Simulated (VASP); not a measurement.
Here is a VASP 6.6.1 calculation.

INCAR

```
PREC = Accurate ; ENCUT = 600
EDIFF = 1E-6 ; ISMEAR = -1
SIGMA = 0.1 ; LREAL = False
LASPH = True ; NELM = 80
ALGO = Normal ; ISIF = 3
LWAVE = False ; LCHARG = False
IBRION = 2 ; NSW = 60
EDIFFG = -0.005 ; PSTRESS = 22.0
```

Contents of KPOINTS:

```
regular mesh
0
Gamma
  16 16 15
```

The input POSCAR:

```
Ag
1.0
    2.7196900228      0.0000000000      0.0000000000
   -1.3598450114      2.3553206501      0.0000000000
    0.0000000000      0.0000000000      2.5565086214
Ag
1
Direct
    0.0000000000      0.0000000000      0.0000000000
```

Potentials or basis: VASP PAW LDA potentials, release 64 (Ag).

Run with:

```sh
$ cat potpaw_LDA.64/Ag/POTCAR > POTCAR
$ mpirun -np 1 vasp_std > vasp.out
```

(1) Predict the relaxed cell.

(2) Estimate the relaxed volume.

Results:

(1) a = 2.724 Å, b = 2.724 Å, c = 2.653 Å, α = 90.00°, β = 90.00°, γ = 120.00°.

(2) 17.05 Å³/atom.

Caveat: the cell is relaxed towards a set pressure, so the enthalpy falls and the energy may rise.
